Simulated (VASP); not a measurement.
CuO: single point with LDA+U

CuO:

```
Cu O
1.0
     0.00000    2.11656    2.11656
     2.11656    0.00000    2.11656
     2.11656    2.11656    0.00000
Cu O
1 1
Direct
  0.02950 0.02810 0.90803
  0.47050 0.47190 0.59197
```

| Item | Value |
| --- | --- |
| Program | VASP 6.6.1 |
| Task | single point |
| Functional | LDA |
| Potentials or basis | VASP PAW LDA potentials, release 64 (Cu, O) |
| Cutoff | 520 eV |
| k mesh | 11 × 11 × 11 |
| Occupations | fermi-dirac, width 0.05 eV |
| Spin | no spin polarisation |
| Hubbard terms | Cu d U = 5.3 eV |

```yaml
Pressure: -3.6 GPa
Largest_force: 0.632 eV/Å
```

Forces on the atoms (eV/Å):
```
Cu   0.427  0.385 -0.262
O   -0.427 -0.385  0.262
```

Stress tensor (GPa, compression positive):
```
-2.41 -2.16  1.69
-2.16 -3.07  1.57
 1.69  1.57 -5.21
```

Levels at points of the mesh, in eV from the Fermi level:
| k point | band 7 | band 8 | band 9 | band 10 | band 11 | band 12 |
| --- | --- | --- | --- | --- | --- | --- |
| (0.00, 0.00, 0.00) | -0.44 | -0.15 | -0.12 | 2.26 | 17.48 | 18.19 |

Eigenvalues of the final occupation matrices:
| site | spin | trace | eigenvalues |
| --- | --- | --- | --- |
| site 1 d | 1 | 4.68 | 0.89 0.89 0.96 0.97 0.97 |
| site 1 d | 2 | 4.68 | 0.89 0.89 0.96 0.97 0.97 |

Run time: 59 s on 1 thread of Intel(R) Xeon(R) 6975P-C (Granite Rapids), with other jobs on the host, peak memory 0.3 GiB.

Caveat: an odd number of electrons without spin polarisation forces a metal; a magnetic or distorted state may lie lower; U without spin polarisation on a metal has little footing.
